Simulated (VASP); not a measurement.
# InSb: single point with PBE

Crystal: InSb.

```
In Sb
1.0
     3.07666    0.00000    0.00000
     0.00000    3.07666    0.00000
     0.00000    0.00000    6.21547
In Sb
1 1
Direct
  0.00000 0.00000 0.00000
  0.00000 0.00000 0.50000
```

```
Program                : VASP 6.6.1
Task                   : single point
Functional             : PBE
Potentials or basis    : VASP PAW PBE potentials, release 64 (In_d, Sb)
Cutoff                 : 520 eV
k mesh                 : 7 × 7 × 4
Occupations            : gaussian, width 0.1 eV
Spin                   : no spin polarisation
Dipole correction      : no
Further INCAR settings : ALGO = Normal; EDIFF = 1e-07; NBANDS = 16
```

```json
{
  "Pressure": "0.4 GPa",
  "Band gap on the k mesh": "zero (band 9 reaches 10.78 eV, above the bottom of band 10 at 5.92 eV)"
}
```

Stress tensor (GPa, compression positive):
```
0.24 0.00 0.00
0.00 0.24 0.00
0.00 0.00 0.61
```

Levels at points of the mesh, in eV from the Fermi level:
| k point | band 5 | band 6 | band 7 | band 8 | band 9 | band 10 | band 11 | band 12 | band 13 | band 14 |
| --- | --- | --- | --- | --- | --- | --- | --- | --- | --- | --- |
| (0.00, 0.00, 0.00) | -13.99 | -11.48 | -6.60 | -4.41 | 4.28 | 4.28 | 5.30 | 7.85 | 8.46 | 9.10 |
| (0.00, 0.00, 0.50) | -13.99 | -11.37 | -7.85 | -0.80 | 0.39 | 4.44 | 4.44 | 7.91 | 8.34 | 8.34 |

Run time: 18 s on 1 thread of Intel(R) Xeon(R) Platinum 8259CL CPU @ 2.50GHz (Skylake/Cascade Lake), on a shared host, peak memory 0.19 GiB.

Caveat: spin-orbit coupling is left out, which moves the levels of the heavy elements.
